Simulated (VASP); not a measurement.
# Sb in VASP: notebook, part 2 of 2

VASP 6.6.1.

### Step 3. Single point, PBE

INCAR reads:

```
PREC = Accurate
ENCUT = 520
EDIFF = 1E-7
ISMEAR = -1
SIGMA = 0.05
LREAL = F
LASPH = T
NELM = 80
ALGO = Normal
ISIF = 2
LWAVE = F
LCHARG = F
GGA = PE
NBANDS = 12
```

KPOINTS reads:

```
regular mesh
0
Gamma
  8 8 8
```

POSCAR reads:

```
Sb
1.0
    2.1479813603      1.2329569499      3.7580000000
   -2.1604186397      1.2544989499      3.7580000000
    0.0124372795     -2.4874558998      3.7580000000
Sb
2
Direct
    0.7654491406      0.7644994011      0.7648478347
    0.2345508594      0.2355005989      0.2351521653
```

Potentials or basis: VASP PAW PBE potentials, release 64 (Sb).

Started as:

```bash
cat potpaw_PBE.64/Sb/POTCAR > POTCAR
mpirun -np 1 vasp_std > vasp.out
```

OUTCAR:

```text
PREC = Accurate
   ENCUT = 520
   EDIFF = 1E-7
   ISMEAR = -1
   LREAL = F
   LASPH = T
   NELM = 80
   ISIF = 2
   GGA = PE

 ion  position               nearest neighbor table
   1  0.765  0.764  0.765-   2 2.92   2 2.93   2 2.93   2 3.32   2 3.33   2 3.34
   2  0.235  0.236  0.235-   1 2.92   1 2.93   1 2.93   1 3.32   1 3.33   1 3.34

  LATTYP: Found a triclinic cell.
 ALAT       =     7.4947039186
 B/A-ratio  =     0.5773502692
 C/A-ratio  =     0.6005213915
 COS(alpha) =     0.0027514688
 COS(beta)  =     0.2751537605
 COS(gamma) =     0.8685038776

  Lattice vectors:

 A1 = (  -6.4812559192,   3.7634968497,   0.0000000000)
 A2 = (  -2.1728559192,   3.7419548497,   0.0000000000)
 A3 = (  -2.1479813603,  -1.2329569499,  -3.7580000000)

Analysis of symmetry for initial positions (statically):
=====================================================================
 Subroutine PRICEL returns:
 Original cell was already a primitive cell.

 Routine SETGRP: Setting up the symmetry group for a
 triclinic supercell.

 Subroutine GETGRP returns: Found  2 space group operations
 (whereof  2 operations were pure point group operations)
 out of a pool of  2 trial point group operations.

The static configuration has the point symmetry S_2 .

Analysis of symmetry for dynamics (positions and initial velocities):
=====================================================================
 Subroutine PRICEL returns:
 Original cell was already a primitive cell.

 Routine SETGRP: Setting up the symmetry group for a
 triclinic supercell.

 Subroutine GETGRP returns: Found  2 space group operations
 (whereof  2 operations were pure point group operations)
 out of a pool of  2 trial point group operations.

The dynamic configuration has the point symmetry S_2 .

 Subroutine INISYM returns: Found  2 space group operations
 (whereof  2 operations are pure point group operations),
 and found     1 'primitive' translations
[... 120 lines left out ...]
   GGA     = PE    functional components
   LHFCALC =     F    Hartree Fock is set to
   AEXX    =    0.0000 exact exchange contribution
   IVDW    =     0    specifies the selected vdW correction
   LEPSILON=     F    determine dielectric tensor
   LRPA    =     F    only Hartree local field effects (RPA)
 non-spin polarized calculation
  energy-cutoff  :      520.00
  volume of cell :       60.41
 maximum number of plane-waves:      1641
 NGX is ok and might be reduce to    36
   NGX = 17   NGY = 17   NGZ = 17

 number of electron      10.0000000 magnetization

 Free energy of the ion-electron system (eV)
  ---------------------------------------------------
  ext. energy  EPLUGINS =         0.00000000
  ---------------------------------------------------
  free energy    TOTEN  =        -8.26126205 eV

  energy without entropy =       -8.25778699  energy(sigma->0) =       -8.25952452

 E-fermi :   7.3591     XC(G=0):  -9.5372

 val. band max:        7.3474154334   @ k =   0.5000   0.5000   0.5000
 cond. band min:       7.3597934842   @ k =   0.2500   0.2500   0.3750
 fundamental gap:      0.0123780508
 Fermi energy:         7.3590953155

 k-point     1 :       0.0000    0.0000    0.0000
  band No.  band energies     occupation
      1      -5.4123      2.00000
      2       2.4641      2.00000
      3       5.1548      2.00000
      4       5.5005      2.00000
      5       5.5421      2.00000
      6       9.4759      0.00000
      7       9.9848      0.00000
      8      10.0407      0.00000
      9      12.2652      0.00000
     10      12.3693      0.00000
     11      12.4111      0.00000
     12      13.8994      0.00000
[... 331 lines left out ...]
 k-point    24 :       0.2500    0.3750    0.0000
  band No.  band energies     occupation
      1      -4.0067      2.00000
      2      -0.2611      2.00000
      3       3.4489      2.00000
      4       4.1558      2.00000
      5       4.5862      2.00000
      6       9.7229      0.00000
      7      10.6016      0.00000
      8      10.7742      0.00000
      9      11.4015      0.00000
     10      15.4927      0.00000
     11      15.6825      0.00000
     12      16.2529      0.00000

 [... further k-points ...]

------------------------ aborting loop because EDIFF is reached ----------------------------------------

  FORCE on cell =-STRESS in cart. coord.  units (eV):
  Direction    XX          YY          ZZ          XY          YZ          ZX
  --------------------------------------------------------------------------------------
  -------------------------------------------------------------------------------------
  Total        0.9382776      0.9385828      0.6796594      0.1057644      0.0004373     -0.0867949
  in kB       24.8847546     24.8928472     18.0257485      2.8050562      0.0115979     -2.3019512
  external PRESSURE =      22.6011168 kB  Pullay stress =       0.0000000 kB

 VOLUME and BASIS-vectors are now :
 -----------------------------------------------------------------------------
  energy-cutoff  :      520.00
  volume of cell :       60.41
      direct lattice vectors                 reciprocal lattice vectors
     2.147981360  1.232956950  3.758000000     0.232780574  0.135169629  0.088699663
    -2.160418640  1.254498950  3.758000000    -0.231440483  0.132848523  0.088699663
     0.012437280 -2.487455900  3.758000000    -0.001340091 -0.268018152  0.088699663

 POSITION                                       TOTAL-FORCE (eV/Angst)
 -----------------------------------------------------------------------------------
      0.00204      0.00030      8.62384         0.003577      0.000177     -0.027765
     -0.00204     -0.00030      2.65016        -0.003577     -0.000177      0.027765
 -----------------------------------------------------------------------------------
    total drift:                                0.000000     -0.000000     -0.000000

  FREE ENERGIE OF THE ION-ELECTRON SYSTEM (eV)
  ---------------------------------------------------
  free  energy   TOTEN  =        -8.2612620526 eV

  energy  without entropy=       -8.2577869897  energy(sigma->0) =       -8.25952452
```

OSZICAR:

```text
N       E                     dE             d eps       ncg     rms          rms(c)
DAV:   1     0.340330791319E+02    0.34033E+02   -0.35568E+03  6240   0.654E+02
DAV:   2    -0.639986568429E+01   -0.40433E+02   -0.39093E+02  8164   0.106E+02
DAV:   3    -0.824532311579E+01   -0.18455E+01   -0.18341E+01  7684   0.251E+01
DAV:   4    -0.826106697684E+01   -0.15744E-01   -0.15742E-01  7200   0.283E+00
DAV:   5    -0.826126358697E+01   -0.19661E-03   -0.19661E-03  7724   0.342E-01    0.297E+00
DAV:   6    -0.826108839054E+01    0.17520E-03   -0.20137E-03  7292   0.312E-01    0.179E+00
DAV:   7    -0.826111051100E+01   -0.22120E-04   -0.50823E-03  7292   0.480E-01    0.806E-02
DAV:   8    -0.826123771965E+01   -0.12721E-03   -0.13429E-04  7664   0.722E-02    0.206E-02
DAV:   9    -0.826126040335E+01   -0.22684E-04   -0.27006E-05  7156   0.308E-02    0.398E-03
DAV:  10    -0.826126174158E+01   -0.13382E-05   -0.17715E-06  7592   0.767E-03    0.120E-03
DAV:  11    -0.826126188617E+01   -0.14460E-06   -0.24837E-07  7368   0.294E-03    0.838E-04
DAV:  12    -0.826126207403E+01   -0.18786E-06   -0.22220E-08  4108   0.820E-04    0.220E-04
DAV:  13    -0.826126205255E+01    0.21475E-07   -0.49460E-09  3656   0.464E-04
   1 F= -.82612621E+01 E0= -.82595245E+01  d E =-.347506E-02
```

stdout:

```text
POSCAR found type information on POSCAR Sb
 POSCAR found :  1 types and       2 ions
 scaLAPACK will be used
 LDA part: xc-table for (Slater+PW92), standard interpolation
 POSCAR, INCAR and KPOINTS ok, starting setup
 FFT: planning ... GRIDC
 FFT: planning ... GRID_SOFT
 FFT: planning ... GRID
 WAVECAR not read
 entering main loop
```

Wall time 3.5 min (1 thread of Intel Xeon 8259CL, shared host); peak memory 0.32 GiB.

Results:

| Quantity | Value |
| --- | --- |
| Free energy | -8.2613 eV |
| Pressure | 2.3 GPa |
| Largest force | 0.028 eV/Å |
| Band gap on the k mesh | zero (bands 5 and 6 overlap by 0.42 eV) |

Forces in eV/Å, atoms in the order of the input:
```
Sb   0.004  0.000 -0.028
Sb  -0.004  0.000  0.028
```

Levels at points of the mesh, in eV from the Fermi level:
```csv
k point,band 2,band 3,band 4,band 5,band 6,band 7,band 8,band 9
"(0.00, 0.00, 0.00)",-4.89,-2.20,-1.86,-1.82,2.12,2.63,2.68,4.91
"(0.50, 0.00, 0.00)",-9.71,-1.96,-1.83,-0.45,-0.34,0.04,0.27,7.52
"(0.00, 0.50, 0.00)",-9.74,-1.87,-1.86,-0.35,-0.21,0.04,0.35,7.49
"(0.50, 0.50, 0.00)",-8.03,-5.56,-3.88,-3.70,1.52,4.83,5.36,6.84
"(0.00, 0.00, 0.50)",-9.73,-1.91,-1.85,-0.40,-0.27,0.03,0.31,7.51
"(0.50, 0.00, 0.50)",-8.00,-5.55,-3.90,-3.66,1.54,4.84,5.39,6.80
"(0.00, 0.50, 0.50)",-8.05,-5.58,-3.85,-3.75,1.50,4.83,5.33,6.87
"(0.50, 0.50, 0.50)",-9.16,-1.35,-1.28,-0.48,-0.01,0.03,0.99,7.00
```

Caveat: spin-orbit coupling is left out, which moves the levels of the heavy elements.

### Step 4. Single point, B3LYP5

This run uses another cell than the first one, of 28.39 Å³/atom.

POSCAR reads:

```
Sb
1.0
    2.1102243954      1.2183386227      3.6812845966
   -2.1102243954      1.2183386227      3.6812845966
    0.0000000000     -2.4366772455      3.6812845966
Sb
2
Direct
    0.7665100000      0.7665100000      0.7665100000
    0.2334900000      0.2334900000      0.2334900000
```

INCAR.step1 reads:

```
SYSTEM = Sb
PREC = Accurate
ENCUT = 520
EDIFF = 1E-5
ISMEAR = -1
SIGMA = 0.05
LREAL = .FALSE.
LASPH = .TRUE.
NELM = 80
ALGO = Normal
ISIF = 2
LWAVE = .TRUE.
LCHARG = .FALSE.
NBANDS = 12
GGA = PE
```

INCAR.step2 reads:

```
SYSTEM = Sb
PREC = Accurate
ENCUT = 520
EDIFF = 1E-6
ISMEAR = -1
SIGMA = 0.05
LREAL = .FALSE.
LASPH = .TRUE.
NELM = 80
ALGO = Normal
ISIF = 2
LWAVE = .FALSE.
LCHARG = .FALSE.
GGA = B5
LHFCALC = .TRUE.
AEXX = 0.2
AGGAX = 0.72
AGGAC = 0.81
ALDAC = 0.19
PRECFOCK = Normal
NBANDS = 12
ISTART = 1
```

KPOINTS reads:

```
Automatic mesh
0
G
  4 4 4
  0 0 0
```

Potentials or basis: VASP PAW PBE potentials, release 64 (Sb).

Started as:

```bash
cat potpaw_PBE.64/Sb/POTCAR > POTCAR
cp INCAR.step1 INCAR
mpirun -np 1 vasp_std > vasp.out
cp INCAR.step2 INCAR
mpirun -np 1 vasp_std > vasp.out
```

OUTCAR:

```text
SYSTEM = Sb
   PREC = Accurate
   ENCUT = 520
   EDIFF = 1E-6
   ISMEAR = -1
   LREAL = .FALSE.
   LASPH = .TRUE.
   NELM = 80
   ISIF = 2
   GGA = B5
   LHFCALC = .TRUE.
   AEXX = 0.2
   PRECFOCK = Normal
   ISTART = 1

 ion  position               nearest neighbor table
   1  0.767  0.767  0.767-   2 2.85   2 2.85   2 2.85   2 3.29   2 3.29   2 3.29
   2  0.233  0.233  0.233-   1 2.85   1 2.85   1 2.85   1 3.29   1 3.29   1 3.29

  LATTYP: Found a trigonal (rhomboedric) cell.
 ALAT       =     4.4146633257
 COS(alpha) =     0.5430253624

  Lattice vectors:

 A1 = (   2.1102243954,   1.2183386227,   3.6812845966)
 A2 = (  -2.1102243954,   1.2183386227,   3.6812845966)
 A3 = (   0.0000000000,  -2.4366772455,   3.6812845966)

Analysis of symmetry for initial positions (statically):
=====================================================================
 Subroutine PRICEL returns:
 Original cell was already a primitive cell.

 Routine SETGRP: Setting up the symmetry group for a
 trigonal (rhombohedral) supercell.

 Subroutine GETGRP returns: Found 12 space group operations
 (whereof 12 operations were pure point group operations)
 out of a pool of 12 trial point group operations.

The static configuration has the point symmetry D_3d.

Analysis of symmetry for dynamics (positions and initial velocities):
=====================================================================
 Subroutine PRICEL returns:
 Original cell was already a primitive cell.

 Routine SETGRP: Setting up the symmetry group for a
 trigonal (rhombohedral) supercell.

 Subroutine GETGRP returns: Found 12 space group operations
 (whereof 12 operations were pure point group operations)
 out of a pool of 12 trial point group operations.

The dynamic configuration has the point symmetry D_3d.

 Subroutine INISYM returns: Found 12 space group operations
 (whereof 12 operations are pure point group operations),
 and found     1 'primitive' translations

----------------------------------------------------------------------------------------

[... 117 lines left out ...]
   LEPSILON=     F    determine dielectric tensor
   LRPA    =     F    only Hartree local field effects (RPA)
 non-spin polarized calculation
  energy-cutoff  :      520.00
  volume of cell :       56.79
 maximum number of plane-waves:      1542
 NGX is ok and might be reduce to    36
  NGX = 28; NGY = 28; NGZ = 28

 number of electron      10.0000000 magnetization

 Free energy of the ion-electron system (eV)
  ---------------------------------------------------
  ext. energy  EPLUGINS =         0.00000000
  ---------------------------------------------------
  free energy    TOTEN  =        -9.16077792 eV

  energy without entropy =       -9.16075330  energy(sigma->0) =       -9.16076561

 E-fermi :   8.2605     XC(G=0):  -7.6152

 val. band max:        7.9089492880   @ k =   0.5000   0.5000   0.5000
 cond. band min:       8.6694386324   @ k =   0.5000   0.0000   0.0000
 fundamental gap:      0.7604893444
 Fermi energy:         8.2604997853

 k-point     1 :       0.0000    0.0000    0.0000
  band No.  band energies     occupation
      1      -6.4229      2.00000
      2       3.1493      2.00000
      3       5.4926      2.00000
      4       5.8221      2.00000
      5       5.8221      2.00000
      6      11.0690      0.00000
      7      11.8038      0.00000
      8      11.8038      0.00000
      9      14.2739      0.00000
     10      14.2739      0.00000
     11      14.4858      0.00000
     12      15.9787      0.00000
[... 166 lines left out ...]
 k-point    13 :       0.5000    0.5000    0.5000
  band No.  band energies     occupation
      1      -4.6363      2.00000
      2      -2.1626      2.00000
      3       6.4126      2.00000
      4       6.4126      2.00000
      5       7.9089      1.99823
      6       8.7808      0.00006
      7       8.7808      0.00006
      8      10.0096      0.00000
      9      16.5583      0.00000
     10      18.0923      0.00000
     11      18.0923      0.00000
     12      18.6680      0.00000

------------------------ aborting loop because EDIFF is reached ----------------------------------------

  FORCE on cell =-STRESS in cart. coord.  units (eV):
  Direction    XX          YY          ZZ          XY          YZ          ZX
  --------------------------------------------------------------------------------------
  -------------------------------------------------------------------------------------
  Total        3.4223465      3.4223465      2.9030294     -0.0000000     -0.0000000      0.0000000
  in kB       96.5577774     96.5577774     81.9058113     -0.0000000     -0.0000000      0.0000000
  external PRESSURE =      91.6737887 kB  Pullay stress =       0.0000000 kB

 VOLUME and BASIS-vectors are now :
 -----------------------------------------------------------------------------
  energy-cutoff  :      520.00
  volume of cell :       56.79
      direct lattice vectors                 reciprocal lattice vectors
     2.110224395  1.218338623  3.681284597     0.236941626  0.136798312  0.090548102
    -2.110224395  1.218338623  3.681284597    -0.236941626  0.136798312  0.090548102
     0.000000000 -2.436677245  3.681284597     0.000000000 -0.273596623  0.090548102

 POSITION                                       TOTAL-FORCE (eV/Angst)
 -----------------------------------------------------------------------------------
      0.00000     -0.00000      8.46522         0.000000     -0.000000      0.025754
      0.00000     -0.00000      2.57863         0.000000      0.000000     -0.025754
 -----------------------------------------------------------------------------------
    total drift:                                0.000000     -0.000000     -0.000000

  FREE ENERGIE OF THE ION-ELECTRON SYSTEM (eV)
  ---------------------------------------------------
  free  energy   TOTEN  =        -9.1607779198 eV

  energy  without entropy=       -9.1607532972  energy(sigma->0) =       -9.16076561
```

It took 6.6 min on 1 thread of AMD EPYC 7R13 (Zen 3), shared host; peak memory 0.18 GiB.

Results:

```yaml
Free_energy: -9.1608 eV
Pressure: 9.2 GPa
Largest_force: 0.026 eV/Å
Band_gap_on_the_k_mesh: 0.76 eV (least direct gap 0.87 eV)
```

Forces on the atoms (eV/Å):
```
Sb   0.000  0.000  0.026
Sb   0.000  0.000 -0.026
```

Stress tensor (GPa, compression positive):
```
9.66 0.00 0.00
0.00 9.66 0.00
0.00 0.00 8.19
```

Levels at points of the mesh, in eV from the valence-band top:
```csv
k point,band 1,band 2,band 3,band 4,band 5,band 6,band 7,band 8,band 9,band 10
"(0.00, 0.00, 0.00)",-14.33,-4.76,-2.42,-2.09,-2.09,3.16,3.89,3.89,6.36,6.36
"(0.50, 0.00, 0.00)",-11.60,-10.79,-2.23,-2.08,-0.25,0.76,1.15,1.31,9.21,9.76
"(0.50, 0.50, 0.00)",-11.55,-8.79,-6.21,-4.37,-4.24,2.52,6.52,7.14,8.87,10.18
"(0.50, 0.50, 0.50)",-12.55,-10.07,-1.50,-1.50,0.00,0.87,0.87,2.10,8.65,10.18
```

Caveat: the k points lie up to 0.45 Å⁻¹ apart; the PAW data sets were made with another functional, which shifts forces and pressure a little; spin-orbit coupling is left out, which moves the levels of the heavy elements. A k mesh can miss the band edges.

### Step 5. Single point, B3LYP5

This run uses another cell than the first one, of 29.00 Å³/atom.

POSCAR reads:

```
Sb
1.0
    2.1250856202      1.2269187549      3.7072099901
   -2.1250856202      1.2269187549      3.7072099901
    0.0000000000     -2.4538375098      3.7072099901
Sb
2
Direct
    0.7665100000      0.7665100000      0.7665100000
    0.2334900000      0.2334900000      0.2334900000
```

INCAR.step1 reads:

```
SYSTEM = Sb
  PREC = Accurate
  ENCUT = 520
  EDIFF = 1E-5
  ISMEAR = -1
  SIGMA = 0.05
  LREAL = .False.
  LASPH = .True.
  NELM = 100
  ALGO = Normal
  ISIF = 2
  LWAVE = .True.
  NBANDS = 12
  GGA = PE
```

INCAR.step2 reads:

```
SYSTEM = Sb
  PREC = Accurate
  ENCUT = 520
  EDIFF = 1E-6
  ISMEAR = -1
  SIGMA = 0.05
  LREAL = .False.
  LASPH = .True.
  NELM = 100
  ALGO = Normal
  ISIF = 2
  LWAVE = .False.
  LCHARG = .True.
  GGA = B5
  LHFCALC = .True.
  AEXX = 0.2
  AGGAX = 0.72
  AGGAC = 0.81
  ALDAC = 0.19
  PRECFOCK = Normal
  LELF = .True.
  LVHAR = .True.
  NBANDS = 12
  ISTART = 1
```

KPOINTS reads:

```
Automatic mesh
0
Gamma
  4 4 4
  0 0 0
```

Started as:

```bash
cat potpaw_PBE.64/Sb/POTCAR > POTCAR
cp INCAR.step1 INCAR
mpirun -np 1 vasp_std > vasp.out
cp INCAR.step2 INCAR
mpirun -np 1 vasp_std > vasp.out
```

Run time: 6.9 min. Hardware: 1 thread of AMD EPYC 7R13 (Zen 3), shared host; peak memory 0.18 GiB.

Results (log left out):

```yaml
Free_energy: -9.2230 eV
Pressure: 7.4 GPa
Largest_force: 0.149 eV/Å
Band_gap_on_the_k_mesh: 0.78 eV (least direct gap 0.94 eV)
```

Forces in eV/Å, atoms in the order of the input:
```
Sb   0.000  0.000  0.149
Sb   0.000  0.000 -0.149
```

Stress tensor (GPa, compression positive):
```
7.75 0.00 0.00
0.00 7.75 0.00
0.00 0.00 6.60
```

Levels at points of the mesh, in eV from the valence-band top:
| k point | band 3 | band 4 | band 5 | band 6 | band 7 | band 8 |
| --- | --- | --- | --- | --- | --- | --- |
| (0.00, 0.00, 0.00) | -2.31 | -2.00 | -2.00 | 3.19 | 3.90 | 3.90 |
| (0.50, 0.00, 0.00) | -2.14 | -1.99 | -0.20 | 0.78 | 1.19 | 1.37 |
| (0.50, 0.50, 0.00) | -6.04 | -4.22 | -4.09 | 2.63 | 6.43 | 7.06 |
| (0.50, 0.50, 0.50) | -1.42 | -1.42 | 0.00 | 0.94 | 0.94 | 2.08 |

Caveat: the k points lie up to 0.45 Å⁻¹ apart; the PAW data sets were made with another functional, which shifts forces and pressure a little; spin-orbit coupling is left out, which moves the levels of the heavy elements. A k mesh can miss the band edges.

### Step 6. Overview

```csv
level,cell,k mesh,cutoff (eV),grid for exact exchange (PRECFOCK),share of exact exchange,gap on the mesh (eV),pressure (GPa),largest force (eV/Å)
PBE-based global hybrid with 50 % exact exchange,"a = 4.507 Å, angles 57.1°, 2 atoms, atomic positions A",4 × 4 × 4,400,Normal,0.5,1.58,-5.3,1.18
PBE,"a = 4.501, b = 4.513, c = 4.507 Å, angles 57.3, 56.9, 57.1°, 2 atoms, atomic positions B",8 × 8 × 8,520,-,-,none,2.3,0.03
B3LYP5,"a = 4.415 Å, angles 57.1°, 2 atoms, atomic positions A",4 × 4 × 4,520,Normal,0.2,0.76,9.2,0.03
B3LYP5,"a = 4.446 Å, angles 57.1°, 2 atoms, atomic positions A",4 × 4 × 4,520,Normal,0.2,0.78,7.4,0.15
```

Alike in all rows: task single point; potentials or basis VASP PAW PBE potentials, release 64 (Sb); no spin polarisation; smearing fermi-dirac 0.05 eV.

Caveats: some runs use coarse meshes; spin-orbit coupling is left out, which moves the levels of the heavy elements; the PAW data sets were made with another functional, which shifts forces and pressure a little (at least some runs).

Absolute energies hang on the potentials; compare differences alone.
